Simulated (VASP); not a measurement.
A run of VASP 6.6.1 is set up as follows.

INCAR

```
SYSTEM = Al
PREC     = Accurate       ! precision mode
ENCUT    = 520            ! plane-wave cutoff, eV
EDIFF    = 1E-6           ! SCF threshold, eV
ISMEAR   = 0              ! smearing method
SIGMA    = 0.15           ! smearing width, eV
LREAL    = Auto         
LASPH    = .True.         ! aspherical terms in the spheres
NELM     = 60             ! most SCF steps
ALGO     = Fast           ! electronic algorithm
ISIF     = 2              ! what is computed and relaxed
LWAVE    = .False.        ! write WAVECAR
LCHARG   = .False.        ! write CHGCAR
GGA      = PS             ! functional
ISYM     = 0            
NBANDS   = 38             ! bands
```

The input KPOINTS:

```
Automatic mesh
0
Gamma
  5 17 5
  0 0 0
```

Contents of POSCAR:

```
Al
1.0
   -1.4181422459     -2.4562944223      9.3221494550
    1.4181422459     -2.4562944223      0.0000000000
    9.3462960747      5.3960865546      0.2547937542
Al
16
Direct
   -0.0012883939      0.5006441970      0.0471385214
   -0.0074707065      0.0037353532      0.2733310423
   -0.0136530190      0.5068265095      0.4995235633
   -0.0198353316      0.0099176658      0.7257160843
    0.2265583194      0.3867208403      0.8576617215
    0.2451052571      0.8774473715      0.1790841586
    0.2389229445      0.3805385277      0.4052766796
    0.2327406320      0.8836296840      0.6314692005
    0.4770735121      0.7614632439      0.8388123448
    0.4956204498      0.2521897751      0.1602347819
    0.4894381372      0.7552809314      0.3864273028
    0.4832558247      0.2583720877      0.6126198238
    0.7461356425      0.6269321788      0.1413854051
    0.7399533299      0.1300233350      0.3675779261
    0.7337710174      0.6331144913      0.5937704471
    0.7275887048      0.1362056476      0.8199629681
```

Potentials or basis: VASP PAW PBE potentials, release 64 (Al).

Launch:

```sh
$ cat potpaw_PBE.64/Al/POTCAR > POTCAR
$ mpirun -np 1 vasp_std > vasp.out
```

(1) What does it give for the band gap on the k mesh?

(2) What does it give for the largest force?

Results:

(1) zero (bands 24 and 25 overlap by 1.91 eV).

(2) 0.664 eV/Å.

Caveat: the cell differs from its parent crystal (the distance across one plane changed); the PAW data sets were made with another functional, which shifts forces and pressure a little.
